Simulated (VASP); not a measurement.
# Pb (Fmmm) in VASP: single point with PBEsol

Aim: the single point of Pb with PBEsol.

Program: VASP 6.6.1. These are calculated values, not measurements. Logs are shortened: lines on timing, memory, paths and dates and some standing lists are left out, and cuts for length are marked.

### Step 1. The cell of the first run

Symmetry: Fmmm, No. 69, orthorhombic system. Conventional cell: a = 4.273 Å, b = 5.202 Å, c = 11.513 Å, α = 90.00°, β = 90.00°, γ = 90.00°. Pb (site symmetry mm2) has 11 Pb at 3.26 to 4.27 Å within 4.3 Å.

### Step 2. Single point, PBEsol

INCAR reads:

```
SYSTEM = Pb
ALGO     = Fast           ! electronic algorithm
EDIFF    = 1E-7           ! SCF threshold, eV
ENCUT    = 520            ! plane-wave cutoff, eV
GGA      = PS             ! functional
ISIF     = 2              ! what is computed and relaxed
ISMEAR   = 0              ! smearing method
LASPH    = .True.         ! aspherical terms in the spheres
LCHARG   = .False.        ! write CHGCAR
LREAL    = .False.        ! projectors in reciprocal space
LWAVE    = .False.        ! write WAVECAR
NBANDS   = 36             ! bands
NELM     = 60             ! most SCF steps
PREC     = Accurate       ! precision mode
SIGMA    = 0.1            ! smearing width, eV
```

KPOINTS reads:

```
k-points
0
Gamma
  10 10 8
  0 0 0
```

POSCAR reads:

```
Pb
1.0
    2.6010498244     -5.7564075545      0.0000000000
    2.6010498244      5.7564075545      0.0000000000
    0.0000000000      0.0000000000      4.2728975101
Pb
4
Direct
    0.1414735374      0.8585264626      0.0000002930
    0.6414735374      0.3585264626      0.4999997070
    0.8585264626      0.1414735374      0.9999997070
    0.3585264626      0.6414735374      0.5000002930
```

Potentials or basis: VASP PAW PBE potentials, release 64 (Pb_d).

Command:

```console
cat potpaw_PBE.64/Pb_d/POTCAR > POTCAR
mpirun -np 1 vasp_std > vasp.out
```

OUTCAR:

```text
SYSTEM = Pb
   EDIFF = 1E-7
   ENCUT = 520
   GGA = PS
   ISIF = 2
   ISMEAR = 0
   LASPH = .True.
   LREAL = .False.
   NELM = 60
   PREC = Accurate

 ion  position               nearest neighbor table
   1  0.141  0.859  0.000-   3 3.26   4 3.29   4 3.29   2 3.37   2 3.37   2 3.37   2 3.37   3 3.61
                             3 3.61
   2  0.641  0.359  0.500-   4 3.26   3 3.29   3 3.29   1 3.37   1 3.37   1 3.37   1 3.37   4 3.61
                             4 3.61
   3  0.859  0.141  1.000-   1 3.26   2 3.29   2 3.29   4 3.37   4 3.37   4 3.37   4 3.37   1 3.61
                             1 3.61
   4  0.359  0.641  0.500-   2 3.26   1 3.29   1 3.29   3 3.37   3 3.37   3 3.37   3 3.37   2 3.61
                             2 3.61

  LATTYP: Found a base centered orthorhombic cell.
 ALAT       =     5.2020996488
 B/A-ratio  =     2.2131092994
 C/A-ratio  =     0.8213794042

  Lattice vectors:

 A1 = (   2.6010498244,  -5.7564075545,   0.0000000000)
 A2 = (   2.6010498244,   5.7564075545,   0.0000000000)
 A3 = (   0.0000000000,   0.0000000000,   4.2728975101)

Analysis of symmetry for initial positions (statically):
=====================================================================
 Subroutine PRICEL returns following result:

  LATTYP: Found a face centered orthorhombic cell.
 ALAT       =     4.2728975101
 B/A-ratio  =     1.2174641766
 C/A-ratio  =     2.6943812909

  Lattice vectors:

 A1 = (   2.6010498244,   5.7564075545,   0.0000000000)
 A2 = (   0.0000000000,   5.7564075545,   2.1364512590)
 A3 = (   2.6010498244,   0.0000000000,   2.1364462511)

   2 primitive cells build up your supercell.

 Routine SETGRP: Setting up the symmetry group for a
 base centered orthorhombic supercell.

 Subroutine GETGRP returns: Found  8 space group operations
 (whereof  8 operations were pure point group operations)
 out of a pool of  8 trial point group operations.

The static configuration has the point symmetry D_2h.

Analysis of symmetry for dynamics (positions and initial velocities):
=====================================================================
 Subroutine PRICEL returns following result:

  LATTYP: Found a face centered orthorhombic cell.
 ALAT       =     4.2728975101
 B/A-ratio  =     1.2174641766
 C/A-ratio  =     2.6943812909

  Lattice vectors:
[... 109 lines left out ...]
   LNONCOLLINEAR =      F non collinear calculations
   LSORBIT =      F    spin-orbit coupling
   LASPH  =      T    aspherical Exc in radial PAW
   ENCUT  =  520.0 eV  38.22 Ry    6.18 a.u.  11.75 11.75  7.94*2*pi/ulx,y,z
   NELM   =     60;   NELMIN=  2; NELMDL= -5     # of ELM steps
   EDIFF  = 0.1E-06   stopping-criterion for ELM
   LREAL  =      F    real-space projection
   EDIFFG = 0.1E-05   stopping-criterion for IOM
   NSW    =      0    number of steps for IOM
   IBRION =     -1    ionic relax: 0-MD 1-quasi-New 2-CG
   NFREE  =      0    steps in history (QN), initial steepest desc. (CG)
   ISIF   =      2    stress and relaxation
   ISYM   =      2    0-nonsym 1-usesym 2-fastsym
   POTIM  = 0.5000    time-step for ionic-motion
   TEBEG  =    0.0;   TEEND  =   0.0 temperature during run
   PSTRESS=    0.0 pullay stress
   NELECT =      56.0000    total number of electrons
   NUPDOWN=      -1.0000    fix difference up-down
   EMIN   =  10.00;   EMAX   =-10.00  energy-range for DOS
   EFERMI =   0.00;   METHOD = LEGACY
   ISMEAR =     0;   SIGMA  =   0.10  broadening in eV -4-tet -1-fermi 0-gaus
   EFERMI_NEDOS =   21; number of points for ismear=-14 and -15
   IALGO  =     68    algorithm
   IMIX   =      4    mixing-type and parameters
     AMIX     =   0.40;   BMIX     =  1.00
     AMIX_MAG =   1.60;   BMIX_MAG =  1.00
  volume/ion in A,a.u.               =      31.99       215.87
  Fermi-wavevector in a.u.,A,eV,Ry     =   1.242949  2.348833 21.019940  1.544922
  Thomas-Fermi vector in A             =   2.377281
   LORBIT       =      0    0 simple, 1 ext, 2 COOP (PROOUT), +10 PAW based schemes
   GGA     = PS    functional components
   LHFCALC =     F    Hartree Fock is set to
   AEXX    =    0.0000 exact exchange contribution
   IVDW    =     0    specifies the selected vdW correction
   LEPSILON=     F    determine dielectric tensor
   LRPA    =     F    only Hartree local field effects (RPA)
 non-spin polarized calculation
 RMM-DIIS sequential band-by-band and
 Gauss-broadening in eV      SIGMA  =   0.10
  energy-cutoff  :      520.00
  volume of cell :      127.95
 maximum number of plane-waves:      3472
   NGX = 23   NGY = 23   NGZ = 15

 number of electron      56.0000010 magnetization

 Free energy of the ion-electron system (eV)
  ---------------------------------------------------
  ext. energy  EPLUGINS =         0.00000000
  ---------------------------------------------------
  free energy    TOTEN  =       -15.53098631 eV

  energy without entropy =      -15.52158255  energy(sigma->0) =      -15.52628443

 E-fermi :   6.4982     XC(G=0): -10.0086

 val. band max:        6.4923913622   @ k =   0.5000   0.5000   0.2500
 cond. band min:       6.5001652465   @ k =  -0.1000   0.1000   0.3750
 fundamental gap:      0.0077738843
 Fermi energy:         6.4982043205

 k-point     1 :       0.0000    0.0000    0.0000
  band No.  band energies     occupation
      1     -10.6876      2.00000
      2     -10.6491      2.00000
      3     -10.6095      2.00000
      4     -10.6088      2.00000
      5     -10.5892      2.00000
      6     -10.5377      2.00000
[... 925 lines left out ...]
     35      11.6607      0.00000
     36      11.7125      0.00000

 [... further k-points ...]

------------------------ aborting loop because EDIFF is reached ----------------------------------------

  FORCE on cell =-STRESS in cart. coord.  units (eV):
  Direction    XX          YY          ZZ          XY          YZ          ZX
  --------------------------------------------------------------------------------------
  -------------------------------------------------------------------------------------
  Total       -0.0537352     -0.0540176     -0.0573686      0.0000000      0.0000000      0.0000000
  in kB       -0.6728472     -0.6763832     -0.7183429      0.0000000      0.0000000      0.0000000
  external PRESSURE =      -0.6891911 kB  Pullay stress =       0.0000000 kB

 VOLUME and BASIS-vectors are now :
 -----------------------------------------------------------------------------
  energy-cutoff  :      520.00
  volume of cell :      127.95
      direct lattice vectors                 reciprocal lattice vectors
     2.601049824 -5.756407554  0.000000000     0.192230074 -0.086859729  0.000000000
     2.601049824  5.756407554  0.000000000     0.192230074  0.086859729  0.000000000
     0.000000000  0.000000000  4.272897510     0.000000000  0.000000000  0.234033229

 POSITION                                       TOTAL-FORCE (eV/Angst)
 -----------------------------------------------------------------------------------
      2.60105      4.12765      0.00000         0.000000     -0.008794      0.000000
      2.60105     -1.62876      2.13645         0.000000     -0.008794      0.000000
      2.60105     -4.12765      4.27290         0.000000      0.008794      0.000000
      2.60105      1.62876      2.13645         0.000000      0.008794      0.000000
 -----------------------------------------------------------------------------------
    total drift:                                0.000000      0.000000     -0.000000

  FREE ENERGIE OF THE ION-ELECTRON SYSTEM (eV)
  ---------------------------------------------------
  free  energy   TOTEN  =       -15.5309863093 eV

  energy  without entropy=      -15.5215825500  energy(sigma->0) =      -15.52628443
```

stdout:

```text
POSCAR found type information on POSCAR Pb
 POSCAR found :  1 types and       4 ions
 scaLAPACK will be used
 -----------------------------------------------------------------------------
|                                                                             |
|                                                                             |
|     You enforced a specific xc type in the INCAR file but a different       |
|     I HOPE YOU KNOW WHAT YOU ARE DOING!                                     |
|                                                                             |
 -----------------------------------------------------------------------------

 LDA part: xc-table for (Slater+PW92), standard interpolation
 POSCAR, INCAR and KPOINTS ok, starting setup
 FFT: planning ... GRIDC
 FFT: planning ... GRID_SOFT
 FFT: planning ... GRID
 WAVECAR not read
 entering main loop
WARNING in EDDRMM: call to ZHEGV failed, returncode =   8  4     35
```

It took 20 min on 1 thread of Intel Xeon 8259CL, shared host; peak memory 0.61 GiB.

What came out:

```yaml
Free_energy: -15.5310 eV
Pressure: -0.1 GPa
Largest_force: 0.009 eV/Å
Band_gap_on_the_k_mesh: zero (bands 28 and 29 overlap by 1.73 eV)
```

Forces on the atoms (eV/Å):
```
Pb   0.000 -0.009  0.000
Pb   0.000 -0.009  0.000
Pb   0.000  0.009  0.000
Pb   0.000  0.009  0.000
```

Caveat: the PAW data sets were made with another functional, which shifts forces and pressure a little; spin-orbit coupling is left out, which moves the levels of the heavy elements.
